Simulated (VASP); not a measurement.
# InP (CsCl type) (Pm-3m) in VASP: a series of runs

The runs below take InP (CsCl type) through single point, relaxation of cell and atoms, with PBE.

Program: VASP 6.6.1. These are calculated values, not measurements. Logs are shortened: lines on timing, memory, paths and dates and some standing lists are left out, and cuts for length are marked.

## Step 1: The cell of the first run

It takes space group Pm-3m (No. 221, cubic). The conventional cell has a = 3.355 Å, b = 3.355 Å, c = 3.355 Å, α = 90.00°, β = 90.00°, γ = 90.00°. In (site symmetry m-3m) has 8 P at 2.91 Å and 6 In at 3.35 Å within 3.8 Å. P (site symmetry m-3m) has 8 In at 2.91 Å and 6 P at 3.35 Å within 3.8 Å.

## Step 2: Single point, PBE

Contents of INCAR:

```
SYSTEM = InP
  ALGO = Normal
  EDIFF = 1E-7
  ENCUT = 520
  GGA = PE
  ISIF = 2
  ISMEAR = -1
  LASPH = .TRUE.
  LCHARG = .TRUE.
  LELF = .TRUE.
  LREAL = .FALSE.
  LVHAR = .TRUE.
  LWAVE = .FALSE.
  NBANDS = 16
  NELM = 80
  PREC = Accurate
  SIGMA = 0.08
```

Contents of KPOINTS:

```
k-points
0
G
  13 13 13
  0 0 0
```

Contents of POSCAR:

```
InP
1.0
    3.3548737375      0.0000000000      0.0000000000
    0.0000000000      3.3548737375      0.0000000000
    0.0000000000      0.0000000000      3.3548737375
In P
1 1
Direct
    0.0000000000      0.0000000000      0.0000000000
    0.5000000000      0.5000000000      0.5000000000
```

Potentials or basis: VASP PAW PBE potentials, release 64 (In_d, P).

Run with:

```console
$ cat potpaw_PBE.64/In_d/POTCAR potpaw_PBE.64/P/POTCAR > POTCAR
$ mpirun -np 1 vasp_std > vasp.out
```

OUTCAR:

```text
SYSTEM = InP
   EDIFF = 1E-7
   ENCUT = 520
   GGA = PE
   ISIF = 2
   ISMEAR = -1
   LASPH = .TRUE.
   LREAL = .FALSE.
   NELM = 80
   PREC = Accurate

 ion  position               nearest neighbor table
   1  0.000  0.000  0.000-   2 2.91   2 2.91   2 2.91   2 2.91   2 2.91   2 2.91   2 2.91   2 2.91

   2  0.500  0.500  0.500-   1 2.91   1 2.91   1 2.91   1 2.91   1 2.91   1 2.91   1 2.91   1 2.91

  LATTYP: Found a simple cubic cell.
 ALAT       =     3.3548737375

  Lattice vectors:

 A1 = (   3.3548737375,   0.0000000000,   0.0000000000)
 A2 = (   0.0000000000,   3.3548737375,   0.0000000000)
 A3 = (   0.0000000000,   0.0000000000,   3.3548737375)

Analysis of symmetry for initial positions (statically):
=====================================================================
 Subroutine PRICEL returns:
 Original cell was already a primitive cell.

 Routine SETGRP: Setting up the symmetry group for a
 simple cubic supercell.

 Subroutine GETGRP returns: Found 48 space group operations
 (whereof 48 operations were pure point group operations)
 out of a pool of 48 trial point group operations.

The static configuration has the point symmetry O_h .

Analysis of symmetry for dynamics (positions and initial velocities):
=====================================================================
 Subroutine PRICEL returns:
 Original cell was already a primitive cell.

 Routine SETGRP: Setting up the symmetry group for a
 simple cubic supercell.

 Subroutine GETGRP returns: Found 48 space group operations
 (whereof 48 operations were pure point group operations)
 out of a pool of 48 trial point group operations.

The dynamic configuration has the point symmetry O_h .

 Subroutine INISYM returns: Found 48 space group operations
 (whereof 48 operations are pure point group operations),
 and found     1 'primitive' translations

----------------------------------------------------------------------------------------

                                     Primitive cell

  volume of cell :      37.7597

  direct lattice vectors                    reciprocal lattice vectors
     3.354873738  0.000000000  0.000000000     0.298073811  0.000000000  0.000000000
     0.000000000  3.354873738  0.000000000     0.000000000  0.298073811  0.000000000
     0.000000000  0.000000000  3.354873738     0.000000000  0.000000000  0.298073811

  length of vectors
     3.354873738  3.354873738  3.354873738     0.298073811  0.298073811  0.298073811

  position of ions in fractional coordinates (direct lattice)
     0.000000000  0.000000000  0.000000000
     0.500000000  0.500000000  0.500000000

  ion indices of the primitive-cell ions
   primitive index   ion index
                 1           1
                 2           2

----------------------------------------------------------------------------------------

 KPOINTS: k-points

Automatic generation of k-mesh.
 Grid dimensions read from file:
 generate k-points for:   13   13   13

 Generating k-lattice:

  Cartesian coordinates                     Fractional coordinates (reciprocal lattice)
     0.022928755  0.000000000  0.000000000     0.076923077  0.000000000  0.000000000
     0.000000000  0.022928755  0.000000000     0.000000000  0.076923077  0.000000000
     0.000000000  0.000000000  0.022928755     0.000000000  0.000000000  0.076923077

  Length of vectors
     0.022928755  0.022928755  0.022928755

  Shift w.r.t. Gamma in fractional coordinates (k-lattice)
     0.000000000  0.000000000  0.000000000

 Subroutine IBZKPT returns following result:
 ===========================================

 Found     84 irreducible k-points:

 Following reciprocal coordinates:
            Coordinates               Weight
  0.000000  0.000000  0.000000      1.000000
  0.076923  0.000000  0.000000      6.000000
  0.153846  0.000000  0.000000      6.000000
  0.230769  0.000000  0.000000      6.000000
  0.307692  0.000000  0.000000      6.000000
  0.384615  0.000000  0.000000      6.000000
[... 16 lines left out ...]
  0.307692  0.307692  0.000000     12.000000
  0.384615  0.307692  0.000000     24.000000
 [... further k-points ...]
   k-points           NKPTS =     84   k-points in BZ     NKDIM =     84   number of bands    NBANDS=     16
   number of dos      NEDOS =    301   number of ions     NIONS =      2
   total plane-waves  NPLWV =  21952
   dimension x,y,z NGX =    28 NGY =   28 NGZ =   28
   dimension x,y,z NGXF=    56 NGYF=   56 NGZF=   56
   ions per type =               1   1
   NGX,Y,Z   is equivalent  to a cutoff of  13.87, 13.87, 13.87 a.u.
   NGXF,Y,Z  is equivalent  to a cutoff of  27.75, 27.75, 27.75 a.u.
 SYSTEM =  InP
   PREC   = accura    normal or accurate (medium, high low for compatibility)
   ISTART =      0    job   : 0-new  1-cont  2-samecut
   ICHARG =      2    charge: 1-file 2-atom 10-const
   ISPIN  =      1    spin polarized calculation?
   LNONCOLLINEAR =      F non collinear calculations
   LSORBIT =      F    spin-orbit coupling
   LASPH  =      T    aspherical Exc in radial PAW
   ENCUT  =  520.0 eV  38.22 Ry    6.18 a.u.   6.24  6.24  6.24*2*pi/ulx,y,z
   NELM   =     80;   NELMIN=  2; NELMDL= -5     # of ELM steps
   EDIFF  = 0.1E-06   stopping-criterion for ELM
   LREAL  =      F    real-space projection
   EDIFFG = 0.1E-05   stopping-criterion for IOM
   NSW    =      0    number of steps for IOM
   IBRION =     -1    ionic relax: 0-MD 1-quasi-New 2-CG
   NFREE  =      0    steps in history (QN), initial steepest desc. (CG)
   ISIF   =      2    stress and relaxation
   ISYM   =      2    0-nonsym 1-usesym 2-fastsym
   POTIM  = 0.5000    time-step for ionic-motion
   TEBEG  =    0.0;   TEEND  =   0.0 temperature during run
   PSTRESS=    0.0 pullay stress
   NELECT =      18.0000    total number of electrons
   NUPDOWN=      -1.0000    fix difference up-down
   EMIN   =  10.00;   EMAX   =-10.00  energy-range for DOS
   EFERMI =   0.00;   METHOD = LEGACY
   ISMEAR =    -1;   SIGMA  =   0.08  broadening in eV -4-tet -1-fermi 0-gaus
   EFERMI_NEDOS =   21; number of points for ismear=-14 and -15
   IALGO  =     38    algorithm
   IMIX   =      4    mixing-type and parameters
     AMIX     =   0.40;   BMIX     =  1.00
     AMIX_MAG =   1.60;   BMIX_MAG =  1.00
  volume/ion in A,a.u.               =      18.88       127.41
  Fermi-wavevector in a.u.,A,eV,Ry     =   1.278859  2.416694 22.252077  1.635482
  Thomas-Fermi vector in A             =   2.411378
   LORBIT       =      0    0 simple, 1 ext, 2 COOP (PROOUT), +10 PAW based schemes
   GGA     = PE    functional components
   LHFCALC =     F    Hartree Fock is set to
   AEXX    =    0.0000 exact exchange contribution
   IVDW    =     0    specifies the selected vdW correction
   LEPSILON=     F    determine dielectric tensor
   LRPA    =     F    only Hartree local field effects (RPA)
 non-spin polarized calculation
  energy-cutoff  :      520.00
  volume of cell :       37.76
 maximum number of plane-waves:      1028
 NGX is ok and might be reduce to    28
   NGX = 13   NGY = 13   NGZ = 13

 number of electron      18.0000002 magnetization

 Free energy of the ion-electron system (eV)
  ---------------------------------------------------
  ext. energy  EPLUGINS =         0.00000000
  ---------------------------------------------------
  free energy    TOTEN  =        -7.15315908 eV

  energy without entropy =       -7.12963959  energy(sigma->0) =       -7.14139933

 E-fermi :   8.9060     XC(G=0): -11.0970

 val. band max:        8.8681148776   @ k =   0.4615   0.3846   0.1538
 cond. band min:       8.9344768551   @ k =   0.3846   0.3077   0.3077
 fundamental gap:      0.0663619775
 Fermi energy:         8.9059890603

 k-point     1 :       0.0000    0.0000    0.0000
  band No.  band energies     occupation
      1      -5.7802      2.00000
      2      -5.7802      2.00000
      3      -5.4352      2.00000
      4      -5.4352      2.00000
      5      -5.4352      2.00000
      6      -4.2085      2.00000
[... 8 lines left out ...]
     15      19.6952      0.00000
     16      22.2008      0.00000

 k-point     2 :       0.0769    0.0000    0.0000
  band No.  band energies     occupation
      1      -5.7784      2.00000
      2      -5.7651      2.00000
      3      -5.4427      2.00000
      4      -5.4427      2.00000
      5      -5.4344      2.00000
      6      -4.1372      2.00000
[... 8 lines left out ...]
     15      19.3436      0.00000
     16      22.2011      0.00000

 k-point     3 :       0.1538    0.0000    0.0000
  band No.  band energies     occupation
      1      -5.7735      2.00000
      2      -5.7241      2.00000
      3      -5.4636      2.00000
      4      -5.4636      2.00000
      5      -5.4321      2.00000
      6      -3.9249      2.00000
[... 8 lines left out ...]
     15      18.6312      0.00000
     16      22.2019      0.00000

 k-point     4 :       0.2308    0.0000    0.0000
  band No.  band energies     occupation
      1      -5.7666      2.00000
      2      -5.6675      2.00000
      3      -5.4927      2.00000
      4      -5.4927      2.00000
      5      -5.4290      2.00000
      6      -3.5787      2.00000
[... 8 lines left out ...]
     15      18.5746      0.00000
     16      21.1957      0.00000
[... 324 lines left out ...]
 k-point    22 :       0.4615    0.2308    0.0000
  band No.  band energies     occupation
      1      -5.7326      2.00000
      2      -5.6788      2.00000
      3      -5.5493      2.00000
      4      -5.4715      2.00000
      5      -5.4496      2.00000
      6      -1.4829      2.00000
[... 8 lines left out ...]
     15      19.9676      0.00000
     16      22.2872      0.00000

 k-point    23 :       0.3077    0.3077    0.0000
  band No.  band energies     occupation
      1      -5.7343      2.00000
      2      -5.6722      2.00000
      3      -5.5104      2.00000
      4      -5.5020      2.00000
      5      -5.4718      2.00000
      6      -1.9348      2.00000
[... 8 lines left out ...]
     15      19.0515      0.00000
     16      20.8433      0.00000

 k-point    24 :       0.3846    0.3077    0.0000
  band No.  band energies     occupation
      1      -5.7848      2.00000
      2      -5.6599      2.00000
      3      -5.5295      2.00000
      4      -5.5009      2.00000
      5      -5.4206      2.00000
      6      -1.4080      2.00000
[... 8 lines left out ...]
     15      19.0013      0.00000
     16      21.8389      0.00000

 [... further k-points ...]
[... 5 lines left out ...]
  --------------------------------------------------------------------------------------
  -------------------------------------------------------------------------------------
  Total        1.4981677      1.4981677      1.4981677      0.0000000      0.0000000     -0.0000000
  in kB       63.5685740     63.5685740     63.5685740      0.0000000      0.0000000     -0.0000000
  external PRESSURE =      63.5685740 kB  Pullay stress =       0.0000000 kB

 VOLUME and BASIS-vectors are now :
 -----------------------------------------------------------------------------
  energy-cutoff  :      520.00
  volume of cell :       37.76
      direct lattice vectors                 reciprocal lattice vectors
     3.354873738  0.000000000  0.000000000     0.298073811  0.000000000  0.000000000
     0.000000000  3.354873738  0.000000000     0.000000000  0.298073811  0.000000000
     0.000000000  0.000000000  3.354873738     0.000000000  0.000000000  0.298073811

 POSITION                                       TOTAL-FORCE (eV/Angst)
 -----------------------------------------------------------------------------------
      0.00000      0.00000      0.00000         0.000000      0.000000      0.000000
      1.67744      1.67744      1.67744         0.000000      0.000000      0.000000
 -----------------------------------------------------------------------------------
    total drift:                               -0.000000      0.000000     -0.000000

  FREE ENERGIE OF THE ION-ELECTRON SYSTEM (eV)
  ---------------------------------------------------
  free  energy   TOTEN  =        -7.1531590806 eV

  energy  without entropy=       -7.1296395893  energy(sigma->0) =       -7.14139933
```

Run time: 46 s. Hardware: 1 thread of Intel Xeon Platinum 8259CL at 2.50GHz (Skylake/Cascade Lake), shared host; peak memory 0.19 GiB.

Results:

| Item | Value |
| --- | --- |
| Free energy | -7.1532 eV |
| Pressure | 6.4 GPa |
| Band gap on the k mesh | zero (band 9 reaches 9.80 eV, above the bottom of band 10 at 7.32 eV) |

Caveat: spin-orbit coupling is left out, which moves the levels of the heavy elements.

(Continued in part 2 of 2.)
